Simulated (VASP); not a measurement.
# BP (F-43m) in VASP: a series of runs

Runs on BP. Level: PBE. Tasks: single point.

Everything below comes from runs of VASP 6.6.1. Logs are shortened: lines on timing, memory, paths and dates and some standing lists are left out, and cuts for length are marked.

## (1) The cell of the first run

It takes space group F-43m (No. 216, cubic). Conventional cell: a = 4.445 Å, b = 4.445 Å, c = 4.445 Å, α = 90.00°, β = 90.00°, γ = 90.00°. B (site symmetry -43m) has 4 P at 1.92 Å within 2.6 Å. P (site symmetry -43m) has 4 B at 1.92 Å within 2.6 Å.

## (2) Single point, PBE

File INCAR:

```
SYSTEM = BP
  ALGO = Normal
  EDIFF = 1E-6
  ENCUT = 520
  GGA = PE
  ISIF = 2
  ISMEAR = 0
  LASPH = .TRUE.
  LCHARG = .TRUE.
  LELF = .TRUE.
  LREAL = .FALSE.
  LVHAR = .TRUE.
  LWAVE = .FALSE.
  NBANDS = 11
  NELM = 100
  PREC = Accurate
  SIGMA = 0.01
```

File KPOINTS:

```
k-points
0
G
  8 8 8
  0 0 0
```

File POSCAR:

```
BP
1.0
    0.0000000000      2.2226808807      2.2226808807
    2.2226808807      0.0000000000      2.2226808807
    2.2226808807      2.2226808807      0.0000000000
B P
1 1
Direct
    0.0000000000      0.0000000000      0.0000000000
    0.2500000000      0.2500000000      0.2500000000
```

Potentials or basis: VASP PAW PBE potentials, release 64 (B, P).

On the command line:

```
cat potpaw_PBE.64/B/POTCAR potpaw_PBE.64/P/POTCAR > POTCAR
mpirun -np 1 vasp_std > vasp.out
```

OUTCAR:

```text
SYSTEM = BP
   EDIFF = 1E-6
   ENCUT = 520
   GGA = PE
   ISIF = 2
   ISMEAR = 0
   LASPH = .TRUE.
   LREAL = .FALSE.
   NELM = 100
   PREC = Accurate

 ion  position               nearest neighbor table
   1  0.000  0.000  0.000-   2 1.92   2 1.92   2 1.92   2 1.92
   2  0.250  0.250  0.250-   1 1.92   1 1.92   1 1.92   1 1.92

  LATTYP: Found a face centered cubic cell.
 ALAT       =     4.4453617614

  Lattice vectors:

 A1 = (   0.0000000000,   2.2226808807,   2.2226808807)
 A2 = (   2.2226808807,   0.0000000000,   2.2226808807)
 A3 = (   2.2226808807,   2.2226808807,   0.0000000000)

Analysis of symmetry for initial positions (statically):
=====================================================================
 Subroutine PRICEL returns:
 Original cell was already a primitive cell.

 Routine SETGRP: Setting up the symmetry group for a
 face centered cubic supercell.

 Subroutine GETGRP returns: Found 24 space group operations
 (whereof 24 operations were pure point group operations)
 out of a pool of 48 trial point group operations.

The static configuration has the point symmetry T_d .

Analysis of symmetry for dynamics (positions and initial velocities):
=====================================================================
 Subroutine PRICEL returns:
 Original cell was already a primitive cell.

 Routine SETGRP: Setting up the symmetry group for a
 face centered cubic supercell.

 Subroutine GETGRP returns: Found 24 space group operations
 (whereof 24 operations were pure point group operations)
 out of a pool of 48 trial point group operations.

The dynamic configuration has the point symmetry T_d .

 Subroutine INISYM returns: Found 24 space group operations
 (whereof 24 operations are pure point group operations),
 and found     1 'primitive' translations

----------------------------------------------------------------------------------------

                                     Primitive cell

  volume of cell :      21.9615

  direct lattice vectors                    reciprocal lattice vectors
     0.000000000  2.222680881  2.222680881    -0.224953570  0.224953570  0.224953570
     2.222680881  0.000000000  2.222680881     0.224953570 -0.224953570  0.224953570
     2.222680881  2.222680881  0.000000000     0.224953570  0.224953570 -0.224953570

  length of vectors
     3.143345446  3.143345446  3.143345446     0.389631013  0.389631013  0.389631013

  position of ions in fractional coordinates (direct lattice)
     0.000000000  0.000000000  0.000000000
     0.250000000  0.250000000  0.250000000

  ion indices of the primitive-cell ions
[... 79 lines left out ...]
   IBRION =     -1    ionic relax: 0-MD 1-quasi-New 2-CG
   NFREE  =      0    steps in history (QN), initial steepest desc. (CG)
   ISIF   =      2    stress and relaxation
   ISYM   =      2    0-nonsym 1-usesym 2-fastsym
   POTIM  = 0.5000    time-step for ionic-motion
   TEBEG  =    0.0;   TEEND  =   0.0 temperature during run
   PSTRESS=    0.0 pullay stress
   NELECT =       8.0000    total number of electrons
   NUPDOWN=      -1.0000    fix difference up-down
   EMIN   =  10.00;   EMAX   =-10.00  energy-range for DOS
   EFERMI =   0.00;   METHOD = LEGACY
   ISMEAR =     0;   SIGMA  =   0.01  broadening in eV -4-tet -1-fermi 0-gaus
   EFERMI_NEDOS =   21; number of points for ismear=-14 and -15
   IALGO  =     38    algorithm
   IMIX   =      4    mixing-type and parameters
     AMIX     =   0.40;   BMIX     =  1.00
     AMIX_MAG =   1.60;   BMIX_MAG =  1.00
  volume/ion in A,a.u.               =      10.98        74.10
  Fermi-wavevector in a.u.,A,eV,Ry     =   1.169188  2.209445 18.599175  1.367001
  Thomas-Fermi vector in A             =   2.305664
   LORBIT       =      0    0 simple, 1 ext, 2 COOP (PROOUT), +10 PAW based schemes
   GGA     = PE    functional components
   LHFCALC =     F    Hartree Fock is set to
   AEXX    =    0.0000 exact exchange contribution
   IVDW    =     0    specifies the selected vdW correction
   LEPSILON=     F    determine dielectric tensor
   LRPA    =     F    only Hartree local field effects (RPA)
 non-spin polarized calculation
 Gauss-broadening in eV      SIGMA  =   0.01
  energy-cutoff  :      520.00
  volume of cell :       21.96
 maximum number of plane-waves:       609
   NGX = 11   NGY = 11   NGZ = 11

 number of electron       8.0000000 magnetization

 Free energy of the ion-electron system (eV)
  ---------------------------------------------------
  ext. energy  EPLUGINS =         0.00000000
  ---------------------------------------------------
  free energy    TOTEN  =       -12.87206038 eV

  energy without entropy =      -12.87206038  energy(sigma->0) =      -12.87206038

 E-fermi :   8.2256     XC(G=0): -11.1750

 val. band max:        8.1809749701   @ k =   0.0000   0.0000   0.0000
 cond. band min:       9.3732165658   @ k =   0.3750   0.3750   0.0000
 fundamental gap:      1.1922415956
 Fermi energy:         8.2255959040

 k-point     1 :       0.0000    0.0000    0.0000
  band No.  band energies     occupation
      1      -7.8421      2.00000
      2       8.1810      2.00000
      3       8.1810      2.00000
      4       8.1810      2.00000
      5      11.6806      0.00000
      6      11.6806      0.00000
      7      11.6806      0.00000
      8      16.5151      0.00000
      9      20.1297      0.00000
     10      20.4906      0.00000
     11      20.4906      0.00000
[... 309 lines left out ...]
 k-point    24 :      -0.3750    0.2500    0.1250
  band No.  band energies     occupation
      1      -3.5771      2.00000
      2      -0.6638      2.00000
      3       3.4622      2.00000
      4       4.8804      2.00000
      5      12.3736      0.00000
      6      13.5954      0.00000
      7      16.8931      0.00000
      8      18.3640      0.00000
      9      18.9316      0.00000
     10      23.0277      0.00000
     11      25.5385      0.00000

 [... further k-points ...]
[... 5 lines left out ...]
  --------------------------------------------------------------------------------------
  -------------------------------------------------------------------------------------
  Total        1.7002911      1.7002911      1.7002911     -0.0000000      0.0000000      0.0000000
  in kB      124.0430739    124.0430739    124.0430739     -0.0000000      0.0000000      0.0000000
  external PRESSURE =     124.0430739 kB  Pullay stress =       0.0000000 kB

 VOLUME and BASIS-vectors are now :
 -----------------------------------------------------------------------------
  energy-cutoff  :      520.00
  volume of cell :       21.96
      direct lattice vectors                 reciprocal lattice vectors
     0.000000000  2.222680881  2.222680881    -0.224953570  0.224953570  0.224953570
     2.222680881  0.000000000  2.222680881     0.224953570 -0.224953570  0.224953570
     2.222680881  2.222680881  0.000000000     0.224953570  0.224953570 -0.224953570

 POSITION                                       TOTAL-FORCE (eV/Angst)
 -----------------------------------------------------------------------------------
      0.00000      0.00000      0.00000        -0.000000      0.000000     -0.000000
      1.11134      1.11134      1.11134         0.000000     -0.000000      0.000000
 -----------------------------------------------------------------------------------
    total drift:                                0.000000      0.000000      0.000000

  FREE ENERGIE OF THE ION-ELECTRON SYSTEM (eV)
  ---------------------------------------------------
  free  energy   TOTEN  =       -12.8720603810 eV

  energy  without entropy=      -12.8720603810  energy(sigma->0) =      -12.87206038
```

It took 3.6 s on 1 thread of AMD EPYC 9R45 (Zen 5), shared host; peak memory 0.1 GiB.

Results:

```yaml
Free_energy: -12.8721 eV
Pressure: 12.4 GPa
Band_gap_on_the_k_mesh: 1.19 eV, indirect (least direct gap 3.50 eV)
```

Levels at points of the mesh, in eV from the valence-band top:
```
           k point  band 1  band 2  band 3  band 4  band 5  band 6  band 7  band 8
(0.00, 0.00, 0.00)  -16.02    0.00    0.00    0.00    3.50    3.50    3.50    8.33
(0.50, 0.00, 0.00)  -12.46   -9.49   -1.83   -1.83    4.16    4.75    4.75   10.34
(0.50, 0.50, 0.00)  -10.84   -8.91   -4.34   -4.34    1.20    1.60   12.71   12.71
```

## (3) Single point, PBE

This run uses another cell than the first one, of 11.21 Å³/atom, 1.021 times its volume.

File INCAR:

```
SYSTEM = BP
  PREC = Accurate
  ENCUT = 520
  EDIFF = 1E-6
  ISMEAR = 0
  SIGMA = 0.01
  LREAL = .FALSE.
  LASPH = .TRUE.
  NELM = 80
  ALGO = Normal
  ISIF = 2
  LWAVE = .FALSE.
  LCHARG = .TRUE.
  GGA = PE
  LELF = .TRUE.
  LVHAR = .TRUE.
  NBANDS = 11
```

File KPOINTS:

```
Automatic mesh
0
G
  8 8 8
  0 0 0
```

File POSCAR:

```
BP
1.0
    0.0000000000      2.2383340787      2.2383340787
    2.2383340787      0.0000000000      2.2383340787
    2.2383340787      2.2383340787      0.0000000000
B P
1 1
Direct
    0.0000000000      0.0000000000      0.0000000000
    0.2500000000      0.2500000000      0.2500000000
```

Potentials or basis: VASP PAW PBE potentials, release 64 (B, P).

On the command line:

```
cat potpaw_PBE.64/B/POTCAR potpaw_PBE.64/P/POTCAR > POTCAR
mpirun -np 1 vasp_std > vasp.out
```

OUTCAR:

```text
SYSTEM = BP
   PREC = Accurate
   ENCUT = 520
   EDIFF = 1E-6
   ISMEAR = 0
   LREAL = .FALSE.
   LASPH = .TRUE.
   NELM = 80
   ISIF = 2
   GGA = PE

 ion  position               nearest neighbor table
   1  0.000  0.000  0.000-   2 1.94   2 1.94   2 1.94   2 1.94
   2  0.250  0.250  0.250-   1 1.94   1 1.94   1 1.94   1 1.94

  LATTYP: Found a face centered cubic cell.
 ALAT       =     4.4766681574

  Lattice vectors:

 A1 = (   0.0000000000,   2.2383340787,   2.2383340787)
 A2 = (   2.2383340787,   0.0000000000,   2.2383340787)
 A3 = (   2.2383340787,   2.2383340787,   0.0000000000)

Analysis of symmetry for initial positions (statically):
=====================================================================
 Subroutine PRICEL returns:
 Original cell was already a primitive cell.

 Routine SETGRP: Setting up the symmetry group for a
 face centered cubic supercell.

 Subroutine GETGRP returns: Found 24 space group operations
 (whereof 24 operations were pure point group operations)
 out of a pool of 48 trial point group operations.

The static configuration has the point symmetry T_d .

Analysis of symmetry for dynamics (positions and initial velocities):
=====================================================================
 Subroutine PRICEL returns:
 Original cell was already a primitive cell.

 Routine SETGRP: Setting up the symmetry group for a
 face centered cubic supercell.

 Subroutine GETGRP returns: Found 24 space group operations
 (whereof 24 operations were pure point group operations)
 out of a pool of 48 trial point group operations.

The dynamic configuration has the point symmetry T_d .

 Subroutine INISYM returns: Found 24 space group operations
 (whereof 24 operations are pure point group operations),
 and found     1 'primitive' translations

----------------------------------------------------------------------------------------

                                     Primitive cell

  volume of cell :      22.4287

  direct lattice vectors                    reciprocal lattice vectors
[... 112 lines left out ...]
   GGA     = PE    functional components
   LHFCALC =     F    Hartree Fock is set to
   AEXX    =    0.0000 exact exchange contribution
   IVDW    =     0    specifies the selected vdW correction
   LEPSILON=     F    determine dielectric tensor
   LRPA    =     F    only Hartree local field effects (RPA)
 non-spin polarized calculation
 Gauss-broadening in eV      SIGMA  =   0.01
  energy-cutoff  :      520.00
  volume of cell :       22.43
 maximum number of plane-waves:       620
   NGX = 11   NGY = 11   NGZ = 11

 number of electron       8.0000001 magnetization

 Free energy of the ion-electron system (eV)
  ---------------------------------------------------
  ext. energy  EPLUGINS =         0.00000000
  ---------------------------------------------------
  free energy    TOTEN  =       -12.90224236 eV

  energy without entropy =      -12.90224236  energy(sigma->0) =      -12.90224236

 E-fermi :   8.0475     XC(G=0): -11.0834

 val. band max:        7.9233839097   @ k =   0.0000   0.0000   0.0000
 cond. band min:       9.1418875110   @ k =   0.3750   0.3750   0.0000
 fundamental gap:      1.2185036013
 Fermi energy:         8.0474647773

 k-point     1 :       0.0000    0.0000    0.0000
  band No.  band energies     occupation
      1      -7.9061      2.00000
      2       7.9234      2.00000
      3       7.9234      2.00000
      4       7.9234      2.00000
      5      11.3872      0.00000
      6      11.3872      0.00000
      7      11.3872      0.00000
      8      15.9272      0.00000
      9      19.7191      0.00000
     10      20.1699      0.00000
     11      20.1699      0.00000
[... 309 lines left out ...]
 k-point    24 :      -0.3750    0.2500    0.1250
  band No.  band energies     occupation
      1      -3.7387      2.00000
      2      -0.7844      2.00000
      3       3.2693      2.00000
      4       4.6860      2.00000
      5      12.1168      0.00000
      6      13.2638      0.00000
      7      16.4975      0.00000
      8      17.9717      0.00000
      9      18.5680      0.00000
     10      22.6230      0.00000
     11      25.1045      0.00000

 [... further k-points ...]
[... 5 lines left out ...]
  --------------------------------------------------------------------------------------
  -------------------------------------------------------------------------------------
  Total        1.1476718      1.1476718      1.1476718      0.0000000      0.0000000     -0.0000000
  in kB       81.9829578     81.9829578     81.9829578      0.0000000      0.0000000     -0.0000000
  external PRESSURE =      81.9829578 kB  Pullay stress =       0.0000000 kB

 VOLUME and BASIS-vectors are now :
 -----------------------------------------------------------------------------
  energy-cutoff  :      520.00
  volume of cell :       22.43
      direct lattice vectors                 reciprocal lattice vectors
     0.000000000  2.238334079  2.238334079    -0.223380417  0.223380417  0.223380417
     2.238334079  0.000000000  2.238334079     0.223380417 -0.223380417  0.223380417
     2.238334079  2.238334079  0.000000000     0.223380417  0.223380417 -0.223380417

 POSITION                                       TOTAL-FORCE (eV/Angst)
 -----------------------------------------------------------------------------------
      0.00000      0.00000      0.00000         0.000000      0.000000      0.000000
      1.11917      1.11917      1.11917        -0.000000     -0.000000     -0.000000
 -----------------------------------------------------------------------------------
    total drift:                                0.000000      0.000000      0.000000

  FREE ENERGIE OF THE ION-ELECTRON SYSTEM (eV)
  ---------------------------------------------------
  free  energy   TOTEN  =       -12.9022423633 eV

  energy  without entropy=      -12.9022423633  energy(sigma->0) =      -12.90224236
```

stdout:

```text
POSCAR found type information on POSCAR B P
 POSCAR found :  2 types and       2 ions
 scaLAPACK will be used
 LDA part: xc-table for (Slater+PW92), standard interpolation
 POSCAR, INCAR and KPOINTS ok, starting setup
 FFT: planning ... GRIDC
 FFT: planning ... GRID_SOFT
 FFT: planning ... GRID
 WAVECAR not read
 entering main loop
```

It took 3.2 s on 1 thread of AMD EPYC 9R45 (Zen 5), shared host; peak memory 0.1 GiB.

Results:

```
Free energy            : -12.9022 eV
Pressure               : 8.2 GPa
Band gap on the k mesh : 1.22 eV, indirect (least direct gap 3.46 eV)
```

[end of part 1 of 2]
